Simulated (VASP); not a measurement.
MnS:

```
Mn S
1.0
     0.00000    2.54312    2.54312
     2.54312    0.00000    2.54312
     2.54312    2.54312    0.00000
Mn S
1 1
Direct
  0.00000 0.00000 0.00000
  0.50000 0.50000 0.50000
```

Base run:

| Property | Result |
| --- | --- |
| Program | VASP 6.6.1 |
| Functional | PBE |
| Potentials or basis | VASP PAW PBE potentials, release 64 (Mn_pv, S) |
| Cutoff | 520 eV |
| k mesh | 12 × 12 × 12 |
| Occupations | gaussian, width 0.05 eV |
| Spin | collinear spin, ferromagnetic start |
| Starting moments | [4.4, 0.0] μB |

Its results: pressure 0.0 GPa.

The run is repeated on the same cell with these changes: spin from collinear spin, ferromagnetic start to no spin polarisation; further incar settings from ALGO = Fast; EDIFF = 1e-07; NBANDS = 20 to ALGO = Normal; EDIFF = 1e-07; NBANDS = 16. What comes out?

Pressure -21.3 GPa.

Caveats: a cell with one magnetic atom can't hold antiferromagnetic order, which such compounds often take (at least some runs); the cell stands under tension (at least some runs).
